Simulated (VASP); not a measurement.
Input of a VASP 6.6.1 run:

INCAR

```
SYSTEM = W
PREC = Accurate
ENCUT = 600
EDIFF = 1E-6
ISMEAR = 0
SIGMA = 0.1
LREAL = .FALSE.
LASPH = .TRUE.
NELM = 100
ALGO = Normal
ISIF = 3
LWAVE = .FALSE.
LCHARG = .FALSE.
GGA = PS
IBRION = 2
NSW = 100
EDIFFG = -0.005
```

The input KPOINTS:

```
Automatic mesh
0
G
  18 18 18
  0 0 0
```

POSCAR

```
W
1.0
   -1.5777842237      1.5777842237      1.5777842237
    1.5777842237     -1.5777842237      1.5777842237
    1.5777842237      1.5777842237     -1.5777842237
W
1
Direct
    0.0000000000      0.0000000000      0.0000000000
```

Potentials or basis: VASP PAW PBE potentials, release 64 (W_sv).

Command:

```sh
$ cat potpaw_PBE.64/W_sv/POTCAR > POTCAR
$ mpirun -np 1 vasp_std > vasp.out
```

Task: Estimate the relaxed cell.

Result: a = 2.734 Å, b = 2.734 Å, c = 2.734 Å, α = 109.47°, β = 109.47°, γ = 109.47°.

Task: Estimate the space group after relaxing (to 0.1 Å).

Result: Im-3m (No. 229).

Final structure:
```cif
data_structure
_symmetry_space_group_name_H-M 'P 1'
_symmetry_Int_Tables_number 1
_cell_length_a 2.7337
_cell_length_b 2.7337
_cell_length_c 2.7337
_cell_angle_alpha 109.471
_cell_angle_beta 109.471
_cell_angle_gamma 109.471
_cell_volume 15.73
loop_
_atom_site_label
_atom_site_type_symbol
_atom_site_fract_x
_atom_site_fract_y
_atom_site_fract_z
_atom_site_occupancy
W1 W 0.00000 0.00000 0.00000 1
```
